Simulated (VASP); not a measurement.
# InRu2 (Fd-3m) in VASP: further runs

Runs on InRu2. Level: PBE. Tasks: single point.

Everything below comes from runs of VASP 6.6.1. Logs are shortened: lines on timing, memory, paths and dates and some standing lists are left out, and cuts for length are marked.

## Step 1: The cell of the first run

The structure is cubic, space group Fd-3m (No. 227). The conventional cell has a = 7.374 Å, b = 7.374 Å, c = 7.374 Å, α = 90.00°, β = 90.00°, γ = 90.00°. In (site symmetry -43m) has 12 Ru at 3.06 Å and 4 In at 3.19 Å within 4.0 Å. Within 3.4 Å of Ru (site symmetry -3m) lie 6 Ru at 2.61 Å and 6 In at 3.06 Å.

## Step 2: Single point, PBE

Input file INCAR:

```
PREC = Accurate ; ENCUT = 520
EDIFF = 1E-6 ; ISMEAR = 0
SIGMA = 0.1 ; LREAL = False
LASPH = True ; NELM = 80
ALGO = Fast ; ISIF = 2
LWAVE = False ; LCHARG = False
GGA = PE ; NBANDS = 50
```

Input file KPOINTS:

```
Automatic mesh
0
Gamma
  4 4 4
```

Input file POSCAR:

```
InRu2
1.0
    0.0000000000      3.6870890420      3.6870890420
    3.6870890420      0.0000000000      3.6870890420
    3.6870890420      3.6870890420      0.0000000000
In Ru
2 4
Direct
    0.0000000000      0.0000000000      0.0000000000
    0.2500000000      0.2500000000      0.2500000000
    0.6250000000      0.1250000000      0.6250000000
    0.6250000000      0.6250000000      0.1250000000
    0.1250000000      0.6250000000      0.6250000000
    0.6250000000      0.6250000000      0.6250000000
```

Potentials or basis: VASP PAW PBE potentials, release 64 (In_d, Ru_pv).

Run with:

```sh
cat potpaw_PBE.64/In_d/POTCAR potpaw_PBE.64/Ru_pv/POTCAR > POTCAR
mpirun -np 1 vasp_std > vasp.out
```

OUTCAR:

```text
PREC = Accurate
   ENCUT = 520
   EDIFF = 1E-6
   ISMEAR = 0
   LREAL = False
   LASPH = True
   NELM = 80
   ISIF = 2
   GGA = PE

 ion  position               nearest neighbor table
   1  0.000  0.000  0.000-   3 3.06   4 3.06   6 3.06   4 3.06   5 3.06   6 3.06   3 3.06   5 3.06
                             6 3.06   3 3.06   4 3.06   5 3.06   2 3.19   2 3.19   2 3.19   2 3.19
   2  0.250  0.250  0.250-   3 3.06   4 3.06   5 3.06   3 3.06   5 3.06   6 3.06   4 3.06   5 3.06
                             6 3.06   3 3.06   4 3.06   6 3.06   1 3.19   1 3.19   1 3.19   1 3.19
   3  0.625  0.125  0.625-   6 2.61   4 2.61   4 2.61   5 2.61   6 2.61   5 2.61   2 3.06   1 3.06
                             2 3.06   2 3.06   1 3.06   1 3.06
   4  0.625  0.625  0.125-   6 2.61   3 2.61   5 2.61   6 2.61   3 2.61   5 2.61   1 3.06   2 3.06
                             1 3.06   2 3.06   1 3.06   2 3.06
   5  0.125  0.625  0.625-   6 2.61   4 2.61   3 2.61   3 2.61   4 2.61   6 2.61   2 3.06   1 3.06
                             1 3.06   2 3.06   2 3.06   1 3.06
   6  0.625  0.625  0.625-   3 2.61   4 2.61   5 2.61   4 2.61   3 2.61   5 2.61   1 3.06   2 3.06
                             1 3.06   2 3.06   1 3.06   2 3.06

  LATTYP: Found a face centered cubic cell.
 ALAT       =     7.3741780840

  Lattice vectors:

 A1 = (   0.0000000000,   3.6870890420,   3.6870890420)
 A2 = (   3.6870890420,   0.0000000000,   3.6870890420)
 A3 = (   3.6870890420,   3.6870890420,   0.0000000000)

Analysis of symmetry for initial positions (statically):
=====================================================================
 Subroutine PRICEL returns:
 Original cell was already a primitive cell.

 Routine SETGRP: Setting up the symmetry group for a
 face centered cubic supercell.

 Subroutine GETGRP returns: Found 48 space group operations
 (whereof 24 operations were pure point group operations)
 out of a pool of 48 trial point group operations.

The static configuration has the point symmetry T_d .
 The point group associated with its full space group is O_h .

Analysis of symmetry for dynamics (positions and initial velocities):
=====================================================================
 Subroutine PRICEL returns:
 Original cell was already a primitive cell.

 Routine SETGRP: Setting up the symmetry group for a
 face centered cubic supercell.

 Subroutine GETGRP returns: Found 48 space group operations
 (whereof 24 operations were pure point group operations)
 out of a pool of 48 trial point group operations.

The dynamic configuration has the point symmetry T_d .
 The point group associated with its full space group is O_h .

 Subroutine INISYM returns: Found 48 space group operations
 (whereof 24 operations are pure point group operations),
 and found     1 'primitive' translations

----------------------------------------------------------------------------------------

                                     Primitive cell

  volume of cell :     100.2492

  direct lattice vectors                    reciprocal lattice vectors
     0.000000000  3.687089042  3.687089042    -0.135608333  0.135608333  0.135608333
     3.687089042  0.000000000  3.687089042     0.135608333 -0.135608333  0.135608333
     3.687089042  3.687089042  0.000000000     0.135608333  0.135608333 -0.135608333

  length of vectors
     5.214331329  5.214331329  5.214331329     0.234880523  0.234880523  0.234880523

  position of ions in fractional coordinates (direct lattice)
     0.000000000  0.000000000  0.000000000
     0.250000000  0.250000000  0.250000000
     0.625000000  0.125000000  0.625000000
     0.625000000  0.625000000  0.125000000
     0.125000000  0.625000000  0.625000000
     0.625000000  0.625000000  0.625000000

  ion indices of the primitive-cell ions
   primitive index   ion index
                 1           1
                 2           2
                 3           3
                 4           4
                 5           5
                 6           6

----------------------------------------------------------------------------------------

 KPOINTS: Automatic mesh

Automatic generation of k-mesh.
 Grid dimensions read from file:
 generate k-points for:    4    4    4

 Generating k-lattice:

  Cartesian coordinates                     Fractional coordinates (reciprocal lattice)
    -0.033902083  0.033902083  0.033902083     0.250000000  0.000000000  0.000000000
     0.033902083 -0.033902083  0.033902083     0.000000000  0.250000000  0.000000000
     0.033902083  0.033902083 -0.033902083     0.000000000  0.000000000  0.250000000

  Length of vectors
     0.058720131  0.058720131  0.058720131

  Shift w.r.t. Gamma in fractional coordinates (k-lattice)
     0.000000000  0.000000000  0.000000000

 Subroutine IBZKPT returns following result:
 ===========================================

 Found      8 irreducible k-points:

 Following reciprocal coordinates:
            Coordinates               Weight
  0.000000  0.000000  0.000000      1.000000
  0.250000  0.000000  0.000000      8.000000
  0.500000  0.000000  0.000000      4.000000
  0.250000  0.250000  0.000000      6.000000
  0.500000  0.250000  0.000000     24.000000
 -0.250000  0.250000  0.000000     12.000000
  0.500000  0.500000  0.000000      3.000000
 -0.250000  0.500000  0.250000      6.000000
   k-points           NKPTS =      8   k-points in BZ     NKDIM =      8   number of bands    NBANDS=     50
   number of dos      NEDOS =    301   number of ions     NIONS =      6
   total plane-waves  NPLWV =  64000
   dimension x,y,z NGX =    40 NGY =   40 NGZ =   40
   dimension x,y,z NGXF=    80 NGYF=   80 NGZF=   80
   ions per type =               2   4
   NGX,Y,Z   is equivalent  to a cutoff of  12.75, 12.75, 12.75 a.u.
   NGXF,Y,Z  is equivalent  to a cutoff of  25.51, 25.51, 25.51 a.u.
 SYSTEM =  unknown system
   PREC   = accura    normal or accurate (medium, high low for compatibility)
   ISTART =      0    job   : 0-new  1-cont  2-samecut
   ICHARG =      2    charge: 1-file 2-atom 10-const
   ISPIN  =      1    spin polarized calculation?
   LNONCOLLINEAR =      F non collinear calculations
   LSORBIT =      F    spin-orbit coupling
   LASPH  =      T    aspherical Exc in radial PAW
   ENCUT  =  520.0 eV  38.22 Ry    6.18 a.u.   9.70  9.70  9.70*2*pi/ulx,y,z
   NELM   =     80;   NELMIN=  2; NELMDL= -5     # of ELM steps
   EDIFF  = 0.1E-05   stopping-criterion for ELM
   LREAL  =      F    real-space projection
   EDIFFG = 0.1E-04   stopping-criterion for IOM
   NSW    =      0    number of steps for IOM
   IBRION =     -1    ionic relax: 0-MD 1-quasi-New 2-CG
   NFREE  =      0    steps in history (QN), initial steepest desc. (CG)
   ISIF   =      2    stress and relaxation
   ISYM   =      2    0-nonsym 1-usesym 2-fastsym
   POTIM  = 0.5000    time-step for ionic-motion
   TEBEG  =    0.0;   TEEND  =   0.0 temperature during run
   PSTRESS=    0.0 pullay stress
   NELECT =      82.0000    total number of electrons
   NUPDOWN=      -1.0000    fix difference up-down
   EMIN   =  10.00;   EMAX   =-10.00  energy-range for DOS
   EFERMI =   0.00;   METHOD = LEGACY
   ISMEAR =     0;   SIGMA  =   0.10  broadening in eV -4-tet -1-fermi 0-gaus
   EFERMI_NEDOS =   21; number of points for ismear=-14 and -15
   IALGO  =     68    algorithm
   IMIX   =      4    mixing-type and parameters
     AMIX     =   0.40;   BMIX     =  1.00
     AMIX_MAG =   1.60;   BMIX_MAG =  1.00
  volume/ion in A,a.u.               =      16.71       112.75
  Fermi-wavevector in a.u.,A,eV,Ry     =   1.531037  2.893241 31.893087  2.344076
  Thomas-Fermi vector in A             =   2.638437
   LORBIT       =      0    0 simple, 1 ext, 2 COOP (PROOUT), +10 PAW based schemes
   GGA     = PE    functional components
   LHFCALC =     F    Hartree Fock is set to
   AEXX    =    0.0000 exact exchange contribution
   IVDW    =     0    specifies the selected vdW correction
   LEPSILON=     F    determine dielectric tensor
   LRPA    =     F    only Hartree local field effects (RPA)
 non-spin polarized calculation
 RMM-DIIS sequential band-by-band and
 Gauss-broadening in eV      SIGMA  =   0.10
  energy-cutoff  :      520.00
  volume of cell :      100.25
 maximum number of plane-waves:      2733
 NGX is ok and might be reduce to    40
   NGX = 19   NGY = 19   NGZ = 19

 number of electron      81.9999994 magnetization

 Free energy of the ion-electron system (eV)
  ---------------------------------------------------
  ext. energy  EPLUGINS =         0.00000000
  ---------------------------------------------------
  free energy    TOTEN  =       -39.60416430 eV

  energy without entropy =      -39.55961537  energy(sigma->0) =      -39.58188983

 E-fermi :  10.9996     XC(G=0): -12.6868

 val. band max:       10.9926671260   @ k =   0.2500   0.0000   0.0000
 cond. band min:      11.0090463434   @ k =   0.2500   0.2500   0.0000
 fundamental gap:      0.0163792174
 Fermi energy:        10.9995554848

 k-point     1 :       0.0000    0.0000    0.0000
  band No.  band energies     occupation
      1     -32.5937      2.00000
      2     -31.9189      2.00000
      3     -31.9189      2.00000
      4     -31.9189      2.00000
      5     -31.6756      2.00000
      6     -31.6756      2.00000
[... 42 lines left out ...]
     49      14.7607      0.00000
     50      15.5963      0.00000

 k-point     2 :       0.2500    0.0000    0.0000
  band No.  band energies     occupation
      1     -32.4955      2.00000
      2     -31.9004      2.00000
      3     -31.8773      2.00000
      4     -31.8773      2.00000
      5     -31.6466      2.00000
      6     -31.6466      2.00000
[... 42 lines left out ...]
     49      14.9126      0.00000
     50      14.9323      0.00000

 k-point     3 :       0.5000    0.0000    0.0000
  band No.  band energies     occupation
      1     -32.3775      2.00000
      2     -31.8417      2.00000
      3     -31.8374      2.00000
      4     -31.8374      2.00000
      5     -31.6214      2.00000
      6     -31.5291      2.00000
[... 42 lines left out ...]
     49      15.9833      0.00000
     50      16.0010      0.00000

 k-point     4 :       0.2500    0.2500    0.0000
  band No.  band energies     occupation
      1     -32.4532      2.00000
      2     -31.9535      2.00000
      3     -31.8322      2.00000
      4     -31.8322      2.00000
      5     -31.6700      2.00000
      6     -31.6178      2.00000
[... 42 lines left out ...]
     49      14.5447      0.00000
     50      17.1175      0.00000

 k-point     5 :       0.5000    0.2500    0.0000
  band No.  band energies     occupation
      1     -32.2976      2.00000
      2     -31.9895      2.00000
      3     -31.7701      2.00000
      4     -31.7605      2.00000
      5     -31.6240      2.00000
      6     -31.5863      2.00000
[... 42 lines left out ...]
     49      14.8629      0.00000
     50      17.0959      0.00000

 k-point     6 :      -0.2500    0.2500    0.0000
  band No.  band energies     occupation
      1     -32.3625      2.00000
      2     -31.9384      2.00000
      3     -31.8176      2.00000
      4     -31.7996      2.00000
      5     -31.6397      2.00000
      6     -31.5934      2.00000
[... 42 lines left out ...]
     49      15.4615      0.00000
     50      15.6293      0.00000

 k-point     7 :       0.5000    0.5000    0.0000
  band No.  band energies     occupation
      1     -32.1434      2.00000
      2     -32.1434      2.00000
      3     -31.6601      2.00000
      4     -31.6601      2.00000
      5     -31.6169      2.00000
      6     -31.6169      2.00000
[... 42 lines left out ...]
     49      17.7382      0.00000
     50      19.3666      0.00000

 k-point     8 :      -0.2500    0.5000    0.2500
  band No.  band energies     occupation
      1     -32.1341      2.00000
      2     -32.1341      2.00000
      3     -31.7326      2.00000
      4     -31.7326      2.00000
      5     -31.6011      2.00000
      6     -31.6011      2.00000
[... 42 lines left out ...]
     49      15.1986      0.00000
     50      15.1986      0.00000

------------------------ aborting loop because EDIFF is reached ----------------------------------------

  FORCE on cell =-STRESS in cart. coord.  units (eV):
  Direction    XX          YY          ZZ          XY          YZ          ZX
  --------------------------------------------------------------------------------------
  -------------------------------------------------------------------------------------
  Total        0.0164484      0.0164484      0.0164484     -0.0000000     -0.0000000      0.0000000
  in kB        0.2628779      0.2628779      0.2628779     -0.0000000     -0.0000000      0.0000000
  external PRESSURE =       0.2628779 kB  Pullay stress =       0.0000000 kB

 VOLUME and BASIS-vectors are now :
 -----------------------------------------------------------------------------
  energy-cutoff  :      520.00
  volume of cell :      100.25
      direct lattice vectors                 reciprocal lattice vectors
     0.000000000  3.687089042  3.687089042    -0.135608333  0.135608333  0.135608333
     3.687089042  0.000000000  3.687089042     0.135608333 -0.135608333  0.135608333
     3.687089042  3.687089042  0.000000000     0.135608333  0.135608333 -0.135608333

 POSITION                                       TOTAL-FORCE (eV/Angst)
 -----------------------------------------------------------------------------------
      0.00000      0.00000      0.00000         0.000000     -0.000000      0.000000
      1.84354      1.84354      1.84354        -0.000000      0.000000     -0.000000
      2.76532      4.60886      2.76532         0.000000      0.000000      0.000000
      2.76532      2.76532      4.60886         0.000000     -0.000000      0.000000
      4.60886      2.76532      2.76532         0.000000     -0.000000      0.000000
      4.60886      4.60886      4.60886         0.000000     -0.000000      0.000000
 -----------------------------------------------------------------------------------
    total drift:                                0.000000      0.000000      0.000000

  FREE ENERGIE OF THE ION-ELECTRON SYSTEM (eV)
  ---------------------------------------------------
  free  energy   TOTEN  =       -39.6041642960 eV

  energy  without entropy=      -39.5596153736  energy(sigma->0) =      -39.58188983
```

It took 79 s on 1 thread of Intel Xeon Platinum 8488C (Sapphire Rapids), shared host; peak memory 0.24 GiB.

Results:

```yaml
Free_energy: -39.6042 eV
Pressure: 0.0 GPa
Band_gap_on_the_k_mesh: zero (band 41 reaches 11.18 eV, above the bottom of band 42 at 10.74 eV)
```

Levels at points of the mesh, in eV from the Fermi level:
| k point | band 39 | band 40 | band 41 | band 42 | band 43 | band 44 |
| --- | --- | --- | --- | --- | --- | --- |
| (0.00, 0.00, 0.00) | -0.02 | 0.18 | 0.18 | 0.37 | 0.37 | 0.37 |
| (0.50, 0.00, 0.00) | -0.23 | -0.11 | -0.11 | 0.12 | 0.12 | 1.35 |
| (0.50, 0.50, 0.00) | -1.48 | -1.48 | -0.06 | -0.06 | 0.13 | 0.13 |

Caveat: the k points lie up to 0.37 Å⁻¹ apart; spin-orbit coupling is left out, which moves the levels of the heavy elements.

## Step 3: Single point, PBE

This run uses another cell than the first one, of 17.27 Å³/atom, 1.034 times its volume.

Input file INCAR:

```
SYSTEM = InRu2
  PREC = Accurate
  ENCUT = 520
  EDIFF = 1E-7
  ISMEAR = 0
  SIGMA = 0.1
  LREAL = .False.
  LASPH = .True.
  NELM = 100
  ALGO = Fast
  ISIF = 2
  LWAVE = .False.
  LCHARG = .False.
  GGA = PE
  NBANDS = 50
```

Input file KPOINTS:

```
Automatic mesh
0
Gamma
  4 4 4
  0 0 0
```

POSCAR, as its differences from that of step 2:

```diff
@@ -2,5 +2,5 @@
 1.0
-    0.0000000000      3.6870890420      3.6870890420
-    3.6870890420      0.0000000000      3.6870890420
-    3.6870890420      3.6870890420      0.0000000000
+    0.0000000000      3.7278132600      3.7278132600
+    3.7278132600      0.0000000000      3.7278132600
+    3.7278132600      3.7278132600      0.0000000000
 In Ru
```

Potentials or basis: VASP PAW PBE potentials, release 64 (In_d, Ru_pv).

Run with:

```sh
cat potpaw_PBE.64/In_d/POTCAR potpaw_PBE.64/Ru_pv/POTCAR > POTCAR
mpirun -np 1 vasp_std > vasp.out
```

Run time: 97 s. Hardware: 1 thread of Intel Xeon Platinum 8488C (Sapphire Rapids), shared host; peak memory 0.24 GiB.

It converged, with:

| Item | Value |
| --- | --- |
| Free energy | -39.5473 eV |
| Pressure | -5.4 GPa |
| Band gap on the k mesh | zero (band 41 reaches 10.65 eV, above the bottom of band 42 at 10.23 eV) |

Levels at points of the mesh, in eV from the Fermi level:
| k point | band 39 | band 40 | band 41 | band 42 | band 43 | band 44 |
| --- | --- | --- | --- | --- | --- | --- |
| (0.00, 0.00, 0.00) | -0.01 | 0.17 | 0.17 | 0.41 | 0.41 | 0.41 |
| (0.50, 0.00, 0.00) | -0.21 | -0.10 | -0.10 | 0.12 | 0.12 | 1.33 |
| (0.50, 0.50, 0.00) | -1.40 | -1.40 | -0.05 | -0.05 | 0.12 | 0.12 |

Caveat: the k points lie up to 0.36 Å⁻¹ apart; spin-orbit coupling is left out, which moves the levels of the heavy elements.
